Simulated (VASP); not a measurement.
# TmB3Au (Cmcm) in VASP: relaxation of cell and atoms with PBE

Aim: the relaxation of cell and atoms of TmB3Au with PBE.

Program: VASP 6.6.1. These are calculated values, not measurements. Logs are shortened: lines on timing, memory, paths and dates and some standing lists are left out, and cuts for length are marked.

**1. The cell of the first run**

Symmetry: Cmcm, No. 63, orthorhombic system. The conventional cell has a = 3.200 Å, b = 15.395 Å, c = 5.205 Å, α = 90.00°, β = 90.00°, γ = 90.00°. Within 3.4 Å of Tm (site symmetry m2m) lie 8 B at 2.59 to 2.66 Å and 2 Tm at 3.20 Å and 6 Au at 3.20 to 3.24 Å. Within 2.3 Å of B (site symmetry m2m) lie 2 B at 1.71 Å and 2 Au at 2.20 Å. Within 2.3 Å of B (site symmetry m) lie 4 B at 1.71 to 1.82 Å. Au (site symmetry m2m) has 2 B at 2.20 Å within 2.9 Å.

The cell was generated, and may not be a known phase.

**2. Relaxation of cell and atoms, PBE**

The input, INCAR:

```
SYSTEM = TmB3Au
  PREC = Accurate
  ENCUT = 500
  EDIFF = 1E-7
  ISMEAR = 0
  SIGMA = 0.1
  LREAL = .FALSE.
  LASPH = .TRUE.
  NELM = 200
  ALGO = Normal
  ISIF = 3
  LWAVE = .FALSE.
  LCHARG = .FALSE.
  GGA = PE
  IBRION = 2
  NSW = 90
  EDIFFG = -0.04
  GGA_COMPAT = .FALSE.
  NELMIN = 4
  LMAXMIX = 6
```

The input, KPOINTS:

```
Automatic mesh
0
G
  6 6 4
  0 0 0
```

The input, POSCAR:

```
TmB3Au
1.0
    1.5998992786     -7.6973453950      0.0000000000
    1.5998992786      7.6973453950      0.0000000000
    0.0000000000      0.0000000000      5.2053413701
Tm B Au
2 6 2
Direct
    0.1247872342      0.8752127658      0.2500000000
    0.8752127658      0.1247872342      0.7500000000
    0.1531116774      0.8468883226      0.7500000000
    0.7509312899      0.2490687101      0.4158932798
    0.7509312899      0.2490687101      0.0841067202
    0.2490687101      0.7509312899      0.9158932798
    0.2490687101      0.7509312899      0.5841067202
    0.8468883226      0.1531116774      0.2500000000
    0.5552171107      0.4447828893      0.7500000000
    0.4447828893      0.5552171107      0.2500000000
```

Potentials or basis: VASP PAW PBE potentials, release 64 (Tm_3, B, Au), 4f in core.

Command:

```sh
cat potpaw_PBE.64/Tm_3/POTCAR potpaw_PBE.64/B/POTCAR potpaw_PBE.64/Au/POTCAR > POTCAR
mpirun -np 1 vasp_std > vasp.out
```

OUTCAR:

```text
SYSTEM = TmB3Au
   PREC = Accurate
   ENCUT = 500
   EDIFF = 1E-7
   ISMEAR = 0
   LREAL = .FALSE.
   LASPH = .TRUE.
   NELM = 200
   ISIF = 3
   GGA = PE
   IBRION = 2
   NSW = 90
   EDIFFG = -0.04
   NELMIN = 4

 ion  position               nearest neighbor table
   1  0.125  0.875  0.250-   6 2.59   7 2.59   3 2.64   3 2.64   4 2.66   5 2.66   4 2.66   5 2.66
                            10 3.20  10 3.20   9 3.24   9 3.24   9 3.24   9 3.24
   2  0.875  0.125  0.750-   4 2.59   5 2.59   8 2.64   8 2.64   6 2.66   7 2.66   6 2.66   7 2.66
                             9 3.20   9 3.20  10 3.24  10 3.24  10 3.24  10 3.24
   3  0.153  0.847  0.750-   6 1.71   7 1.71   9 2.20   9 2.20   1 2.64   1 2.64
   4  0.751  0.249  0.416-   8 1.71   5 1.73   7 1.82   7 1.82   2 2.59   1 2.66   1 2.66
   5  0.751  0.249  0.084-   8 1.71   4 1.73   6 1.82   6 1.82   2 2.59   1 2.66   1 2.66
   6  0.249  0.751  0.916-   3 1.71   7 1.73   5 1.82   5 1.82   1 2.59   2 2.66   2 2.66
   7  0.249  0.751  0.584-   3 1.71   6 1.73   4 1.82   4 1.82   1 2.59   2 2.66   2 2.66
   8  0.847  0.153  0.250-   4 1.71   5 1.71  10 2.20  10 2.20   2 2.64   2 2.64
   9  0.555  0.445  0.750-   3 2.20   3 2.20  10 3.11  10 3.11   2 3.20   2 3.20   1 3.24   1 3.24
                             1 3.24   1 3.24
  10  0.445  0.555  0.250-   8 2.20   8 2.20   9 3.11   9 3.11   1 3.20   1 3.20   2 3.24   2 3.24
                             2 3.24   2 3.24

  LATTYP: Found a base centered orthorhombic cell.
 ALAT       =     3.1997985572
 B/A-ratio  =     4.8111437376
 C/A-ratio  =     1.6267715849

  Lattice vectors:

 A1 = (   1.5998992786,  -7.6973453950,   0.0000000000)
 A2 = (   1.5998992786,   7.6973453950,   0.0000000000)
 A3 = (   0.0000000000,   0.0000000000,   5.2053413701)

Analysis of symmetry for initial positions (statically):
=====================================================================
 Subroutine PRICEL returns:
 Original cell was already a primitive cell.

 Routine SETGRP: Setting up the symmetry group for a
 base centered orthorhombic supercell.

 Subroutine GETGRP returns: Found  8 space group operations
 (whereof  4 operations were pure point group operations)
 out of a pool of  8 trial point group operations.

The static configuration has the point symmetry C_2h.
 The point group associated with its full space group is D_2h.

Analysis of symmetry for dynamics (positions and initial velocities):
=====================================================================
[... 130 lines left out ...]
   NSW    =     90    number of steps for IOM
   IBRION =      2    ionic relax: 0-MD 1-quasi-New 2-CG
   NFREE  =      1    steps in history (QN), initial steepest desc. (CG)
   ISIF   =      3    stress and relaxation
   ISYM   =      2    0-nonsym 1-usesym 2-fastsym
   POTIM  = 0.5000    time-step for ionic-motion
   TEBEG  =    0.0;   TEEND  =   0.0 temperature during run
   PSTRESS=    0.0 pullay stress
   NELECT =      58.0000    total number of electrons
   NUPDOWN=      -1.0000    fix difference up-down
   EMIN   =  10.00;   EMAX   =-10.00  energy-range for DOS
   EFERMI =   0.00;   METHOD = LEGACY
   ISMEAR =     0;   SIGMA  =   0.10  broadening in eV -4-tet -1-fermi 0-gaus
   EFERMI_NEDOS =   21; number of points for ismear=-14 and -15
   IALGO  =     38    algorithm
   IMIX   =      4    mixing-type and parameters
     AMIX     =   0.40;   BMIX     =  1.00
     AMIX_MAG =   1.60;   BMIX_MAG =  1.00
  volume/ion in A,a.u.               =      12.82        86.52
  Fermi-wavevector in a.u.,A,eV,Ry     =   1.256743  2.374900 21.489090  1.579404
  Thomas-Fermi vector in A             =   2.390436
   LORBIT       =      0    0 simple, 1 ext, 2 COOP (PROOUT), +10 PAW based schemes
   GGA     = PE    functional components
   LHFCALC =     F    Hartree Fock is set to
   AEXX    =    0.0000 exact exchange contribution
   IVDW    =     0    specifies the selected vdW correction
   LEPSILON=     F    determine dielectric tensor
   LRPA    =     F    only Hartree local field effects (RPA)
 conjugate gradient relaxation of ions
 non-spin polarized calculation
 Gauss-broadening in eV      SIGMA  =   0.10
  energy-cutoff  :      500.00
  volume of cell :      128.21
 maximum number of plane-waves:      3286
 NGX is ok and might be reduce to    60
   NGX = 29   NGY = 29   NGZ = 19

--------------------------------------- Ionic step        1  -------------------------------------------

 number of electron      58.0000002 magnetization

 Free energy of the ion-electron system (eV)
  ---------------------------------------------------
  ext. energy  EPLUGINS =         0.00000000
  ---------------------------------------------------
  free energy    TOTEN  =       -57.80163145 eV

  energy without entropy =      -57.77935142  energy(sigma->0) =      -57.79049144

------------------------ aborting loop because EDIFF is reached ----------------------------------------

  FORCE on cell =-STRESS in cart. coord.  units (eV):
  Direction    XX          YY          ZZ          XY          YZ          ZX
  --------------------------------------------------------------------------------------
  -------------------------------------------------------------------------------------
  Total       -1.4501997      1.6858349     -0.4355225      0.0000000     -0.0000000      0.0000000
  in kB      -18.1228108     21.0674898     -5.4426246      0.0000000     -0.0000000      0.0000000
  external PRESSURE =      -0.8326486 kB  Pullay stress =       0.0000000 kB
[... 295 lines left out ...]
--------------------------------------- Ionic step        8  -------------------------------------------

 number of electron      58.0000000 magnetization

 Free energy of the ion-electron system (eV)
  ---------------------------------------------------
  ext. energy  EPLUGINS =         0.00000000
  ---------------------------------------------------
  free energy    TOTEN  =       -57.87512289 eV

  energy without entropy =      -57.86130096  energy(sigma->0) =      -57.86821193

 E-fermi :   5.7656     XC(G=0): -11.5434

 val. band max:        5.7486224428   @ k =   0.1667   0.1667   0.0000
 cond. band min:       5.8714666679   @ k =   0.5000   0.1667   0.2500
 fundamental gap:      0.1228442252
 Fermi energy:         5.7655506877

 k-point     1 :       0.0000    0.0000    0.0000
  band No.  band energies     occupation
      1     -18.9020      2.00000
      2     -18.8675      2.00000
      3     -18.8494      2.00000
      4     -18.8382      2.00000
      5     -18.5540      2.00000
      6     -18.5512      2.00000
[... 901 lines left out ...]
     34       8.7648      0.00000
     35       9.1093      0.00000

 [... further k-points ...]
[... 5 lines left out ...]
  --------------------------------------------------------------------------------------
  -------------------------------------------------------------------------------------
  Total       -0.1242161     -0.0546988     -0.0667005      0.0000000      0.0000000      0.0000000
  in kB       -1.5523510     -0.6835800     -0.8335673      0.0000000      0.0000000      0.0000000
  external PRESSURE =      -1.0231661 kB  Pullay stress =       0.0000000 kB
[... 25 lines left out ...]
  FREE ENERGIE OF THE ION-ELECTRON SYSTEM (eV)
  ---------------------------------------------------
  free  energy   TOTEN  =       -57.8751228862 eV

  energy  without entropy=      -57.8613009644  energy(sigma->0) =      -57.86821193

 reached required accuracy - stopping structural energy minimisation
```

OSZICAR:

```text
N       E                     dE             d eps       ncg     rms          rms(c)
DAV:   1     0.544149087515E+03    0.54415E+03   -0.24060E+04  2730   0.157E+03
DAV:   2     0.185879505885E+02   -0.52556E+03   -0.51446E+03  2818   0.523E+02
[... 76 lines left out ...]
DAV:   1    -0.578753005808E+02   -0.12345E-02   -0.15611E-01  2742   0.210E+00    0.192E-01
DAV:   2    -0.578752499777E+02    0.50603E-04   -0.58095E-03  3880   0.486E-01    0.106E-01
DAV:   3    -0.578751427106E+02    0.10727E-03   -0.29048E-04  3779   0.992E-02    0.543E-02
DAV:   4    -0.578751232117E+02    0.19499E-04   -0.80011E-05  3804   0.518E-02    0.169E-02
DAV:   5    -0.578751233140E+02   -0.10232E-06   -0.81463E-06  3788   0.169E-02    0.839E-03
DAV:   6    -0.578751229470E+02    0.36695E-06   -0.81544E-07  3020   0.587E-03    0.200E-03
DAV:   7    -0.578751228862E+02    0.60801E-07   -0.63801E-08  1620   0.193E-03
   8 F= -.57875123E+02 E0= -.57868212E+02  d E =-.105686E-02
```

Wall time 16 min (1 thread of Intel Xeon 6975P-C (Granite Rapids), shared host); peak memory 0.45 GiB.

What came out:

```
Free energy                  : -57.8751 eV
Energy gained by relaxing    : 7.3 meV/atom
Ionic steps                  : 8
Pressure after relaxing      : -0.1 GPa
Largest force after relaxing : 0.033 eV/Å
Band gap on the k mesh       : zero (bands 29 and 30 overlap by 1.77 eV)
```

Forces on the atoms (eV/Å):
```
Tm   0.000  0.023  0.000
Tm   0.000 -0.023  0.000
B    0.000  0.010  0.000
B    0.000 -0.011 -0.031
B    0.000 -0.011  0.031
B    0.000  0.011 -0.031
B    0.000  0.011  0.031
B    0.000 -0.010  0.000
Au   0.000  0.000  0.000
Au   0.000  0.000  0.000
```

The path:
```tsv
step	energy change (eV)	largest force (eV/Å)	pressure (GPa)	volume (Å³)
1	0.0000	0.4291	-0.08	128.21
2	-0.0425	0.2300	-0.21	128.08
3	-0.0587	0.2533	-0.25	127.93
4	-0.0674	0.0966	0.36	127.46
5	-0.0679	0.1224	0.56	127.31
6	-0.0724	0.0812	-0.01	128.06
7	-0.0724	0.0836	-0.03	128.09
8	-0.0735	0.0328	-0.10	128.20
```

Final structure:
```
Tm B Au
1.0
     1.57304   -7.83028    0.00000
     1.57304    7.83028    0.00000
     0.00000    0.00000    5.20416
Tm B Au
2 6 2
Cartesian
  1.5730 5.8237 1.3010
  1.5730 -5.8237 3.9031
  1.5730 5.4370 3.9031
  1.5730 -3.9594 2.1653
  1.5730 -3.9594 0.4368
  1.5730 3.9594 4.7674
  1.5730 3.9594 3.0389
  1.5730 -5.4370 1.3010
  1.5730 -0.8120 3.9031
  1.5730 0.8120 1.3010
```

Caveat: spin-orbit coupling is left out, which moves the levels of the heavy elements; the 4f electrons are frozen in the core, so they carry no moment and show no levels.

The gap in the log of VASP goes by the Fermi energy; the results here count the filled bands.